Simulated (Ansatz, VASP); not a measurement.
**HfC: VASP beside Ansatz**

Contents of INCAR:

```
SYSTEM = HfC
PREC = Accurate ; ENCUT = 520
EDIFF = 1E-6 ; ISMEAR = 0
SIGMA = 0.15 ; LREAL = .False.
LASPH = .True. ; NELM = 60
ALGO = Normal ; ISIF = 2
LWAVE = .False. ; LCHARG = .True.
GGA = PE ; LELF = .True.
LVHAR = .True. ; NBANDS = 14
```

Contents of KPOINTS:

```
regular mesh
0
Gamma
  18 18 18
  0 0 0
```

Contents of POSCAR:

```
HfC
1.0
    0.0000000000      2.3947500000      2.2901250000
    2.3947500000      0.0000000000      2.2901250000
    2.3947500000      2.3947500000      0.0000000000
Hf C
1 1
Direct
    0.5000000000      0.5000000000      0.5000000000
    0.0000000000      0.0000000000      0.0000000000
```

Input for Ansatz:

```yaml
crystal:
  lattice:
    - [0.0, 2.39475, 2.290125]
    - [2.39475, 0.0, 2.290125]
    - [2.39475, 2.39475, 0.0]
  atoms:
    - { symbol: Hf, position: [0.5, 0.5, 0.5] }
    - { symbol: C, position: [0.0, 0.0, 0.0] }
basis:
  ecutwfc: 420
kpoints:
  mp_grid: { grid: [18, 18, 18] }
hamiltonian:
  xc: pbe
scf:
  occupations: { method: gaussian, width: 0.15 }
output:
  forces: true
  stress: true
  eigenvalues: true
```

Change from the starting cell: strain +0.030 along x and y, -0.015 along z, atoms carried along.

Alike in both runs: task single point; functional PBE; k mesh 18 × 18 × 18; occupations gaussian, width 0.15 eV; no spin polarisation.

|  | VASP | Ansatz |
| --- | --- | --- |
| version | VASP 6.6.1 | Ansatz 0.2.0 |
| potentials or method | VASP PAW PBE potentials, release 64 (Hf_pv, C), cutoff 520 eV | scalar-relativistic, plane waves, PAW |
| valence electrons in the cell | 14 | 30 |

Ansatz gave:

| Item | Value |
| --- | --- |
| gap on the k mesh at the Fermi level (eV) | none |
| pressure (GPa) | -8.4 |
| traceless stress, the component that is largest in VASP (GPa) | 10.48 |

Task: Which values does VASP return?

Result: gap on the k mesh at the Fermi level (eV): none; pressure (GPa): -9.2; traceless stress, the component that is largest in VASP (GPa): 10.56.

A gap of «none» marks a metal or a gap that the smearing closes. VASP's potentials hold 14 valence electrons a cell and Ansatz's 30, so a difference there can come from the potentials and not from the codes.

Neither program's run includes spin-orbit coupling.
